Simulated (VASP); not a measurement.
BiC:

```
CELL_PARAMETERS angstrom
3.40164 0.00000 0.00000
0.00000 3.40164 0.00000
0.00000 0.00000 3.40164
ATOMIC_POSITIONS crystal
Bi 0.00000 0.00000 0.00000
C 0.50000 0.50000 0.50000
```

```yaml
Program: VASP 6.6.1
Task: relaxation of cell and atoms
Functional: PBE
Potentials_or_basis: VASP PAW PBE potentials, release 64 (Bi_d, C)
Cutoff: 600 eV
k_mesh: 6 × 6 × 6
Occupations: gaussian, width 0.1 eV
Spin: no spin polarisation
```

At the start: pressure -8.7 GPa; volume 19.68 Å³/atom.

Question: How do energy, volume and symmetry change on relaxing?

Answer: Over 3 steps the energy falls by 80.7 meV/atom and the volume is 17.06 Å³/atom (-13.3 %); space group Pm-3m (No. 221, to 0.05 Å).

The path:
```tsv
step	energy change (eV)	largest force (eV/Å)	pressure (GPa)	volume (Å³)
1	0.0000	0.0000	-8.67	39.36
2	-0.1594	0.0000	1.32	33.60
3	-0.1613	0.0000	-0.09	34.11
```

Final structure:
```cif
data_structure
_symmetry_space_group_name_H-M 'P 1'
_symmetry_Int_Tables_number 1
_cell_length_a 3.2431
_cell_length_b 3.2431
_cell_length_c 3.2431
_cell_angle_alpha 90.000
_cell_angle_beta 90.000
_cell_angle_gamma 90.000
_cell_volume 34.11
loop_
_atom_site_label
_atom_site_type_symbol
_atom_site_fract_x
_atom_site_fract_y
_atom_site_fract_z
_atom_site_occupancy
Bi1 Bi 0.00000 0.00000 0.00000 1
C1 C 0.50000 0.50000 0.50000 1
```
